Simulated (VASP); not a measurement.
Set up this calculation in VASP 6.6.1, as the native input.

```
Task                   : single point
Functional             : LDA
Potentials or basis    : VASP PAW LDA potentials, release 64 (Ga_d, N)
Cutoff                 : 600 eV
k mesh                 : 10 × 10 × 10
Occupations            : gaussian, width 0.02 eV
Spin                   : no spin polarisation
Dipole correction      : no
Further INCAR settings : ALGO = Normal; EDIFF = 1e-06; NBANDS = 16
```

The structure of GaN lies in POSCAR:

```
GaN
1.0
    0.0000000000      2.2491150715      2.2491150715
    2.2491150715      0.0000000000      2.2491150715
    2.2491150715      2.2491150715      0.0000000000
Ga N
1 1
Direct
    0.0000000000      0.0000000000      0.0000000000
    0.2500000000      0.2500000000      0.2500000000
```

These files were run (other wordings do the same):

INCAR

```
PREC = Accurate ; ENCUT = 600
EDIFF = 1E-6 ; ISMEAR = 0
SIGMA = 0.02 ; LREAL = F
LASPH = T ; NELM = 120
ALGO = Normal ; ISIF = 2
LWAVE = F ; LCHARG = F
NBANDS = 16 ; GGA_COMPAT = F
```

KPOINTS

```
regular mesh
0
Gamma
  10 10 10
```

Potentials or basis: VASP PAW LDA potentials, release 64 (Ga_d, N).

The run is started by

```console
$ cat potpaw_LDA.64/Ga_d/POTCAR potpaw_LDA.64/N/POTCAR > POTCAR
$ mpirun -np 1 vasp_std > vasp.out
```

Results of the run:

```yaml
Pressure: -4.5 GPa
Band_gap_on_the_k_mesh: 1.79 eV, direct
```

It took 13 s on 1 thread of AMD EPYC 9R45 96-Core Processor (Zen 5) (shared host), peak memory 0.12 GiB.
